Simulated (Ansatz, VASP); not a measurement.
**Mg3TeSe2 in VASP and in Ansatz**

```xyz
12
Lattice="4.0094 -0.0003 0.0001 -2.0049 3.4732 0.0000 0.0004 -0.0001 19.6311" Properties=species:S:1:pos:R:3 pbc="T T T"
Mg   -0.0005    2.3155    1.7836
Mg   -0.0005    2.3148   11.6005
Mg    2.0052    1.1580    8.0332
Mg    2.0055    1.1573   17.8467
Mg    0.0001    0.0002    4.9084
Mg    0.0002   -0.0007   14.7234
Te    0.0000   -0.0002   -0.0014
Te    0.0001    0.0000    9.8164
Se   -0.0004    2.3166    6.4727
Se    0.0009    2.3155   16.2847
Se    2.0051    1.1567    3.3444
Se    2.0045    1.1573   13.1587
```

Change from the starting cell: cell x2, atoms moved at random (sigma 0.05 Å) and cell strained at random (1.5 %), then relaxed without symmetry.

Alike in both runs: functional PBE; k mesh 6 × 6 × 1; occupations gaussian, width 0.1 eV; no spin polarisation.

Ansatz relaxed the structure, and its values are those at the end. VASP's run is a single point on that final structure, the one shown.

|  | VASP | Ansatz |
| --- | --- | --- |
| version | VASP 6.6.1 | Ansatz 0.2.0 |
| potentials or method | VASP PAW PBE potentials, release 64 (Mg, Te, Se), cutoff 520 eV | scalar-relativistic, plane waves, PAW |
| valence electrons in the cell | 48 | 156 |

```tsv
	VASP	Ansatz	Ansatz less VASP
gap on the k mesh at the Fermi level (eV)	0.47	0.50	+0.028
least direct gap on the mesh (eV)	1.19	1.21	+0.018
pressure (GPa)	-0.1	0.0	+0.09
rms of the force components (eV/Å)	0.003	0.003	-0.0003
```

VASP's potentials hold 48 valence electrons a cell and Ansatz's 156, so a difference there can come from the potentials and not from the codes.

Spin-orbit coupling is off throughout.
